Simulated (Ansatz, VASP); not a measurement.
## Two plane-wave programs on HfB

```
CELL_PARAMETERS angstrom
0.00000 2.39370 2.39370
2.56126 0.00000 2.39370
2.56126 2.39370 0.00000
ATOMIC_POSITIONS crystal
Hf 0.49857 0.50143 0.50143
B 0.02360 0.97640 0.97640
```

Change from the starting cell: mode 4 frozen in at -0.113 Å, normal strain along x +0.0700.

Alike in both runs: task single point; functional PBEsol; k mesh 16 × 16 × 16; occupations gaussian, width 0.15 eV; no spin polarisation.

```csv
,VASP,Ansatz
version,VASP 6.6.1,Ansatz 0.2.0
potentials or method,"VASP PAW PBE potentials, release 64 (Hf_pv, B), cutoff 520 eV","scalar-relativistic, plane waves, PAW"
valence electrons in the cell,13,29
```

```csv
,VASP,Ansatz,Ansatz less VASP
gap on the k mesh at the Fermi level (eV),none,none,-
pressure (GPa),-8.7,-8.9,-0.12
"traceless stress, the component that is largest in VASP (GPa)",-10.36,-10.23,+0.135
rms of the force components (eV/Å),0.294,0.296,+0.0021
```

VASP's potentials were made for PBE, not for PBEsol. Atom by atom the forces differ by 0.002 eV/Å (rms over components). A gap of «none» marks a metal or a gap that the smearing closes. The functional is the same, so the differences come from potentials, cutoffs and numerics. VASP's potentials hold 13 valence electrons a cell and Ansatz's 29, so a difference there can come from the potentials and not from the codes.

Neither program's run includes spin-orbit coupling.
